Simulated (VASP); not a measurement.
Wanted: the native input for a VASP 6.6.1 run.

```yaml
Task: single point
Functional: PBEsol
Potentials_or_basis: VASP PAW PBE potentials, release 64 (Rh_pv, Pt)
Cutoff: 520 eV
k_mesh: 6 × 6 × 6
Occupations: fermi-dirac, width 0.1 eV
Spin: no spin polarisation
Dipole_correction: no
Further_INCAR_settings: ALGO = Normal; EDIFF = 1e-07; NBANDS = 30
```

The structure of Pt3Rh lies in POSCAR:

```
Pt3Rh
1.0
    3.9098690000      0.0000000000      0.0000000000
    0.0000000000      3.9098690000      0.0000000000
    0.0000000000      0.0000000000      3.9098690000
Rh Pt
1 3
Direct
    0.5000000000      0.5000000000      0.5000000000
    0.5000000000      0.0000000000      0.0000000000
    0.0000000000      0.5000000000      0.0000000000
    0.0000000000      0.0000000000      0.5000000000
```

These files were run (other wordings do the same):

INCAR

```
PREC = Accurate ; ENCUT = 520
EDIFF = 1E-7 ; ISMEAR = -1
SIGMA = 0.1 ; LREAL = False
LASPH = True ; NELM = 100
ALGO = Normal ; ISIF = 2
LWAVE = False ; LCHARG = False
GGA = PS ; NBANDS = 30
```

KPOINTS

```
Automatic mesh
0
Gamma
  6 6 6
```

Potentials or basis: VASP PAW PBE potentials, release 64 (Rh_pv, Pt).

The run is started by

```bash
$ cat potpaw_PBE.64/Rh_pv/POTCAR potpaw_PBE.64/Pt/POTCAR > POTCAR
$ mpirun -np 1 vasp_std > vasp.out
```

It gave:

```yaml
Pressure: -5.3 GPa
```

Caveat: the PAW data sets were made with another functional, which shifts forces and pressure a little.

Wall time 20 s on 1 thread of Intel(R) Xeon(R) 6975P-C (Granite Rapids), on a shared host, peak memory 0.18 GiB.
